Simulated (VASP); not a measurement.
Write the native input for VASP 6.6.1 that does the following.

```
Task                   : single point
Functional             : PBEsol
Potentials or basis    : VASP PAW PBE potentials, release 64 (Ca_sv)
Cutoff                 : 520 eV
k mesh                 : 10 × 10 × 10
Occupations            : fermi-dirac, width 0.05 eV
Spin                   : no spin polarisation
Dipole correction      : no
Further INCAR settings : ALGO = Normal; EDIFF = 1e-06; NBANDS = 11
```

The structure of Ca lies in POSCAR:

```
Ca
1.0
   -2.1625341553      2.1625341553      2.1625341553
    2.1625341553     -2.1625341553      2.1625341553
    2.1625341553      2.1625341553     -2.1625341553
Ca
1
Direct
    0.0000000000      0.0000000000      0.0000000000
```

The input as run:

INCAR

```
  PREC = Accurate
  ENCUT = 520
  EDIFF = 1E-6
  ISMEAR = -1
  SIGMA = 0.05
  LREAL = False
  LASPH = True
  NELM = 100
  ALGO = Normal
  ISIF = 2
  LWAVE = False
  LCHARG = False
  GGA = PS
  NBANDS = 11
```

KPOINTS

```
Automatic mesh
0
Gamma
  10 10 10
```

Potentials or basis: VASP PAW PBE potentials, release 64 (Ca_sv).

Command:

```bash
$ cat potpaw_PBE.64/Ca_sv/POTCAR > POTCAR
$ mpirun -np 1 vasp_std > vasp.out
```

Results of the run:

* Pressure: 0.0 GPa
* Band gap on the k mesh: zero (band 5 reaches 2.33 eV, above the bottom of band 6 at 2.09 eV)

Caveat: the PAW data sets were made with another functional, which shifts forces and pressure a little.

Wall time 22 s on 1 thread of Intel Xeon 8259CL, on a shared host, peak memory 0.16 GiB.
